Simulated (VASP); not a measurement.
# ScAg2 (I4/mmm) in VASP: a series of runs

The runs below take ScAg2 through single point, with LDA.

Program: VASP 6.6.1. These are calculated values, not measurements. Logs are shortened: lines on timing, memory, paths and dates and some standing lists are left out, and cuts for length are marked.

### Step 1. The cell of the first run

Symmetry: I4/mmm, No. 139, tetragonal system. The conventional cell has a = 3.596 Å, b = 3.596 Å, c = 9.073 Å, α = 90.00°, β = 90.00°, γ = 90.00°. Sc (site symmetry 4/mmm) has 10 Ag at 2.96 to 3.02 Å and 4 Sc at 3.60 Å within 3.9 Å. Within 3.9 Å of Ag (site symmetry 4mm) lie 5 Sc at 2.96 to 3.02 Å and 9 Ag at 2.96 to 3.60 Å.

### Step 2. Single point, LDA

INCAR

```
ALGO     = Normal         # electronic algorithm
EDIFF    = 1E-6           # SCF threshold, eV
ENCUT    = 520            # plane-wave cutoff, eV
GGA      = CA             # functional
ISIF     = 2              # what is computed and relaxed
ISMEAR   = 1              # smearing method
LASPH    = True           # aspherical terms in the spheres
LCHARG   = True           # write CHGCAR
LELF     = True           # ELF
LREAL    = False          # projectors in reciprocal space
LVHAR    = True         
LWAVE    = False          # write WAVECAR
NBANDS   = 24             # bands
NELM     = 80             # most SCF steps
PREC     = Accurate       # precision mode
SIGMA    = 0.15           # smearing width, eV
```

KPOINTS

```
k-points
0
Gamma
  11 11 11
```

POSCAR

```
ScAg2
1.0
   -1.7981362703      1.7981362703      4.5363893673
    1.7981362703     -1.7981362703      4.5363893673
    1.7981362703      1.7981362703     -4.5363893673
Sc Ag
1 2
Direct
    0.0000000000      0.0000000000      0.0000000000
    0.6666430000      0.6666430000      0.0000000000
    0.3333570000      0.3333570000      0.0000000000
```

Potentials or basis: VASP PAW LDA potentials, release 64 (Sc_sv, Ag).

The run is started by

```
$ cat potpaw_LDA.64/Sc_sv/POTCAR potpaw_LDA.64/Ag/POTCAR > POTCAR
$ mpirun -np 1 vasp_std > vasp.out
```

OUTCAR:

```text
EDIFF = 1E-6
   ENCUT = 520
   GGA = CA
   ISIF = 2
   ISMEAR = 1
   LASPH = True
   LREAL = False
   NELM = 80
   PREC = Accurate

 ion  position               nearest neighbor table
   1  0.000  0.000  0.000-   2 2.96   2 2.96   2 2.96   3 2.96   3 2.96   3 2.96   2 2.96   3 2.96
                             2 3.02   3 3.02
   2  0.667  0.667  0.000-   1 2.96   1 2.96   1 2.96   1 2.96   3 2.96   3 2.96   3 2.96   3 2.96
                             3 3.02   1 3.02
   3  0.333  0.333  0.000-   1 2.96   1 2.96   1 2.96   1 2.96   2 2.96   2 2.96   2 2.96   2 2.96
                             2 3.02   1 3.02

  LATTYP: Found a body centered tetragonal cell.
 ALAT       =     3.5962725406
 C/A-ratio  =     2.5228284654

  Lattice vectors:

 A1 = (  -1.7981362703,   1.7981362703,   4.5363893673)
 A2 = (   1.7981362703,  -1.7981362703,   4.5363893673)
 A3 = (   1.7981362703,   1.7981362703,  -4.5363893673)

Analysis of symmetry for initial positions (statically):
=====================================================================
 Subroutine PRICEL returns:
 Original cell was already a primitive cell.

 Routine SETGRP: Setting up the symmetry group for a
 body centered tetragonal supercell.

 Subroutine GETGRP returns: Found 16 space group operations
 (whereof 16 operations were pure point group operations)
 out of a pool of 16 trial point group operations.

The static configuration has the point symmetry D_4h.

Analysis of symmetry for dynamics (positions and initial velocities):
=====================================================================
 Subroutine PRICEL returns:
 Original cell was already a primitive cell.

 Routine SETGRP: Setting up the symmetry group for a
 body centered tetragonal supercell.

 Subroutine GETGRP returns: Found 16 space group operations
 (whereof 16 operations were pure point group operations)
 out of a pool of 16 trial point group operations.

The dynamic configuration has the point symmetry D_4h.

 Subroutine INISYM returns: Found 16 space group operations
 (whereof 16 operations are pure point group operations),
 and found     1 'primitive' translations

----------------------------------------------------------------------------------------

                                     Primitive cell

[... 87 lines left out ...]
   LNONCOLLINEAR =      F non collinear calculations
   LSORBIT =      F    spin-orbit coupling
   LASPH  =      T    aspherical Exc in radial PAW
   ENCUT  =  520.0 eV  38.22 Ry    6.18 a.u.   9.67  9.67  9.67*2*pi/ulx,y,z
   NELM   =     80;   NELMIN=  2; NELMDL= -5     # of ELM steps
   EDIFF  = 0.1E-05   stopping-criterion for ELM
   LREAL  =      F    real-space projection
   EDIFFG = 0.1E-04   stopping-criterion for IOM
   NSW    =      0    number of steps for IOM
   IBRION =     -1    ionic relax: 0-MD 1-quasi-New 2-CG
   NFREE  =      0    steps in history (QN), initial steepest desc. (CG)
   ISIF   =      2    stress and relaxation
   ISYM   =      2    0-nonsym 1-usesym 2-fastsym
   POTIM  = 0.5000    time-step for ionic-motion
   TEBEG  =    0.0;   TEEND  =   0.0 temperature during run
   PSTRESS=    0.0 pullay stress
   NELECT =      33.0000    total number of electrons
   NUPDOWN=      -1.0000    fix difference up-down
   EMIN   =  10.00;   EMAX   =-10.00  energy-range for DOS
   EFERMI =   0.00;   METHOD = LEGACY
   ISMEAR =     1;   SIGMA  =   0.15  broadening in eV -4-tet -1-fermi 0-gaus
   EFERMI_NEDOS =   21; number of points for ismear=-14 and -15
   IALGO  =     38    algorithm
   IMIX   =      4    mixing-type and parameters
     AMIX     =   0.40;   BMIX     =  1.00
     AMIX_MAG =   1.60;   BMIX_MAG =  1.00
  volume/ion in A,a.u.               =      19.56       131.97
  Fermi-wavevector in a.u.,A,eV,Ry     =   1.351370  2.553719 24.846975  1.826201
  Thomas-Fermi vector in A             =   2.478797
   LORBIT       =      0    0 simple, 1 ext, 2 COOP (PROOUT), +10 PAW based schemes
   GGA     = CA    functional components
   LHFCALC =     F    Hartree Fock is set to
   AEXX    =    0.0000 exact exchange contribution
   IVDW    =     0    specifies the selected vdW correction
   LEPSILON=     F    determine dielectric tensor
   LRPA    =     F    only Hartree local field effects (RPA)
 non-spin polarized calculation
 Methfessel and Paxton  Order N= 1 SIGMA  =   0.15
  energy-cutoff  :      520.00
  volume of cell :       58.67
 maximum number of plane-waves:      1605
   NGX = 19   NGY = 19   NGZ = 19

 number of electron      33.0000004 magnetization

 Free energy of the ion-electron system (eV)
  ---------------------------------------------------
  ext. energy  EPLUGINS =         0.00000000
  ---------------------------------------------------
  free energy    TOTEN  =       -15.11985805 eV

  energy without entropy =      -15.11944303  energy(sigma->0) =      -15.11971971

 E-fermi :   6.3605     XC(G=0): -11.5927

 val. band max:        6.3482869070   @ k =  -0.1818   0.2727   0.0909
 cond. band min:       6.3628474705   @ k =   0.3636   0.0909   0.0909
 fundamental gap:      0.0145605635
 Fermi energy:         6.3604960044

 k-point     1 :       0.0000    0.0000    0.0000
  band No.  band energies     occupation
      1     -43.1218      2.00000
      2     -22.0730      2.00000
      3     -22.0371      2.00000
      4     -22.0371      2.00000
      5      -0.5909      2.00000
      6       0.8227      2.00000
[... 637 lines left out ...]
     23      12.1497      0.00000
     24      13.1669      0.00000

 [... further k-points ...]

------------------------ aborting loop because EDIFF is reached ----------------------------------------

  FORCE on cell =-STRESS in cart. coord.  units (eV):
  Direction    XX          YY          ZZ          XY          YZ          ZX
  --------------------------------------------------------------------------------------
  -------------------------------------------------------------------------------------
  Total       -3.6385025     -3.6385025     -4.1809645      0.0000000      0.0000000      0.0000000
  in kB      -99.3614100    -99.3614100   -114.1751382      0.0000000      0.0000000      0.0000000
  external PRESSURE =    -104.2993194 kB  Pullay stress =       0.0000000 kB

 VOLUME and BASIS-vectors are now :
 -----------------------------------------------------------------------------
  energy-cutoff  :      520.00
  volume of cell :       58.67
      direct lattice vectors                 reciprocal lattice vectors
    -1.798136270  1.798136270  4.536389367     0.000000000  0.278065688  0.110219816
     1.798136270 -1.798136270  4.536389367     0.278065688  0.000000000  0.110219816
     1.798136270  1.798136270 -4.536389367     0.278065688  0.278065688  0.000000000

 POSITION                                       TOTAL-FORCE (eV/Angst)
 -----------------------------------------------------------------------------------
      0.00000      0.00000      0.00000         0.000000      0.000000      0.000000
      0.00000      0.00000      6.04830         0.000000      0.000000     -0.008395
      0.00000      0.00000      3.02447        -0.000000     -0.000000      0.008395
 -----------------------------------------------------------------------------------
    total drift:                               -0.000000     -0.000000     -0.000000

  FREE ENERGIE OF THE ION-ELECTRON SYSTEM (eV)
  ---------------------------------------------------
  free  energy   TOTEN  =       -15.1198580489 eV

  energy  without entropy=      -15.1194430265  energy(sigma->0) =      -15.11971971
```

stdout:

```text
POSCAR found type information on POSCAR ScAg
 POSCAR found :  2 types and       3 ions
 scaLAPACK will be used
 LDA part: xc-table for (Slater(with rela. corr.)+CA(PZ))
 , standard interpolation
 POSCAR, INCAR and KPOINTS ok, starting setup
 FFT: planning ... GRIDC
 FFT: planning ... GRID_SOFT
 FFT: planning ... GRID
 WAVECAR not read
 entering main loop
```

It took 3.4 min on 1 thread of Intel Xeon Platinum 8259CL at 2.50GHz (Skylake/Cascade Lake), shared host; peak memory 0.31 GiB.

What came out:

```
Free energy   : -15.1199 eV
Pressure      : -10.4 GPa
Largest force : 0.008 eV/Å
```

Forces in eV/Å, atoms in the order of the input:
```
Sc   0.000  0.000  0.000
Ag   0.000  0.000 -0.008
Ag   0.000  0.000  0.008
```

Levels at points of the mesh, in eV from the Fermi level:
```tsv
k point	band 13	band 14	band 15	band 16	band 17	band 18	band 19	band 20
(0.00, 0.00, 0.00)	-4.50	-4.50	-3.87	-0.79	0.61	1.23	1.23	2.34
```

(Part 1 of 2 ends here.)
